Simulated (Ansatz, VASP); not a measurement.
## Al in VASP and in Ansatz

The input INCAR:

```
PREC     = Accurate       # precision mode
ENCUT    = 400            # plane-wave cutoff, eV
EDIFF    = 1E-8           # SCF threshold, eV
ISMEAR   = -1             # smearing method
SIGMA    = 0.05           # smearing width, eV
LREAL    = False          # projectors in reciprocal space
LASPH    = True           # aspherical terms in the spheres
NELM     = 120            # most SCF steps
ALGO     = Normal         # electronic algorithm
ISIF     = 2              # what is computed and relaxed
LWAVE    = False          # write WAVECAR
LCHARG   = False          # write CHGCAR
GGA      = PE             # functional
LEFG     = True         
NBANDS   = 8              # bands
GGA_COMPAT= False
```

KPOINTS

```
Automatic mesh
0
Gamma
  17 17 17
```

Contents of POSCAR:

```
Al
1.0
   -0.0605937986      1.9894963871      1.9894963871
    1.9894963871     -0.0605937986      1.9894963871
    1.9894963871      1.9894963871     -0.0605937986
Al
1
Direct
    0.0000000000      0.0000000000      0.0000000000
```

Input for Ansatz:

```yaml
crystal:
  lattice:
    - [-0.0605937986, 1.9894963871, 1.9894963871]
    - [1.9894963871, -0.0605937986, 1.9894963871]
    - [1.9894963871, 1.9894963871, -0.0605937986]
  atoms:
    - { symbol: Al, position: [0.0, 0.0, 0.0] }
kpoints:
  mp_grid: { grid: [17, 17, 17] }
scf:
  occupations: { method: fermi_dirac, width: 0.05 }
hamiltonian:
  xc: pbe
  pseudopotentials: { kind: all_electron, datasets: crystal }
output:
  forces: true
  stress: true
  eigenvalues: true
  efg: { contact_densities: true }
```

Change from the starting cell: equal xy, yz and zx shear strains of -3 %, crystal datasets.

Alike in both runs: task electric field gradients; functional PBE; k mesh 17 × 17 × 17; occupations fermi-dirac, width 0.05 eV; no spin polarisation.

```csv
,VASP,Ansatz
version,VASP 6.6.1,Ansatz 0.2.0
potentials or method,"VASP PAW PBE potentials, release 64 (Al), cutoff 400 eV","all-electron PAW with datasets made for the crystal, scalar-relativistic"
```

|  | VASP | Ansatz | Ansatz less VASP |
| --- | --- | --- | --- |
| pressure (GPa) | 0.2 | 0.3 | +0.05 |
| traceless stress, the component that is largest in VASP (GPa) | 1.17 | 1.17 | 0.000 |
| size of Vzz on the site where it differs most (V/Å²) | 5.4 | 5.2 | -0.20 |

Ansatz ran all-electron here, and VASP with PAW potentials.
